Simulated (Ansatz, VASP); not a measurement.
One calculation of Sr, two programs

```
CELL_PARAMETERS angstrom
0.00000 2.65493 2.65493
2.65493 0.00000 2.65493
2.65493 2.65493 0.00000
ATOMIC_POSITIONS crystal
Sr 0.00000 0.00000 0.00000
```

Change from the starting cell: volume scaled by 0.68, PAW files.

Alike in both runs: task single point; functional PBE; k mesh 12 × 12 × 12; occupations fermi-dirac, width 0.08 eV; no spin polarisation.

|  | VASP | Ansatz |
| --- | --- | --- |
| version | VASP 6.6.1 | Ansatz 0.2.0 |
| potentials or method | VASP PAW PBE potentials, release 64 (Sr_sv) | PAW with Ansatz's default frozen-core files, scalar-relativistic |
| plane-wave cutoff (eV) | 520 | 420 |
| valence electrons in the cell | 10 | 10 |

Ansatz gave:

| Quantity | Value |
| --- | --- |
| pressure (GPa) | 8.2 |

Question: What did VASP give for the same quantities?

Answer: Pressure (GPa): 8.3.

The functional is the same, so the differences come from potentials, cutoffs and numerics.
